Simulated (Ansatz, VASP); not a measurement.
One calculation of AlNi, two programs

```
Al Ni
1.0
     2.54017    0.00000    0.00000
     0.00000    2.54017    0.00000
     0.00000    0.00000    2.86217
Al Ni
1 1
Cartesian
  0.0000 0.0000 0.0000
  1.2701 1.2701 1.4311
```

Change from the starting cell: strain -0.1125 x Voigt [1, 1, 0, 0, 0, 0], atoms carried along.

Alike in both runs: task single point; functional PBEsol; k mesh 20 × 20 × 20; occupations gaussian, width 0.15 eV; no spin polarisation.

|  | VASP | Ansatz |
| --- | --- | --- |
| version | VASP 6.6.1 | Ansatz 0.2.0 |
| potentials or method | VASP PAW PBE potentials, release 64 (Al, Ni), cutoff 520 eV | scalar-relativistic, plane waves, PAW |
| valence electrons in the cell | 13 | 21 |

|  | VASP | Ansatz | Ansatz less VASP |
| --- | --- | --- | --- |
| gap on the k mesh at the Fermi level (eV) | none | none | - |
| pressure (GPa) | 70.5 | 70.1 | -0.36 |
| traceless stress, the component that is largest in VASP (GPa) | -8.52 | -8.31 | +0.209 |

VASP's potentials were made for PBE, not for PBEsol. A gap of «none» marks a metal or a gap that the smearing closes. Both programs put the cell under a high pressure, so it lies far from rest at this level. VASP's potentials hold 13 valence electrons a cell and Ansatz's 21, so a difference there can come from the potentials and not from the codes.

Noted on VASP's run: the cell as given lies far from equilibrium.
